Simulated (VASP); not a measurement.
Crystal: Pt.

```
CELL_PARAMETERS angstrom
-1.58422 1.58422 1.58422
1.58422 -1.58422 1.58422
1.58422 1.58422 -1.58422
ATOMIC_POSITIONS crystal
Pt 0.00000 0.00000 0.00000
```

* Program: VASP 6.6.1
* Task: relaxation of cell and atoms
* Functional: PBEsol
* Potentials or basis: VASP PAW PBE potentials, release 64 (Pt)
* Cutoff: 600 eV
* k mesh: 19 × 19 × 19
* Occupations: methfessel-paxton, width 0.1 eV
* Spin: no spin polarisation

At the start: pressure -11.1 GPa; volume 15.90 Å³/atom.

Q: How do energy, volume and symmetry change on relaxing?

A: Over 7 steps the energy falls by 25.8 meV/atom and the volume is 15.20 Å³/atom (-4.5 %); space group Im-3m (No. 229, to 0.05 Å).

The path:
```tsv
step	energy change (eV)	largest force (eV/Å)	pressure (GPa)	volume (Å³)
1	0.0000	0.0000	-11.12	15.90
2	0.1858	0.0000	45.24	13.50
3	-0.0257	0.0000	-0.56	15.23
4	-0.0258	0.0000	-0.12	15.20
5	-0.0258	0.0000	0.13	15.19
6	-0.0258	0.0000	-0.27	15.21
7	-0.0258	0.0000	-0.01	15.20
```

Final structure:
```yaml
crystal:
  lattice:
    - [-1.56035, 1.56035, 1.56035]
    - [1.56035, -1.56035, 1.56035]
    - [1.56035, 1.56035, -1.56035]
  atoms:
    - { symbol: Pt, position: [0.00000, 0.00000, 0.00000] }
```

Caveat: the PAW data sets were made with another functional, which shifts forces and pressure a little.
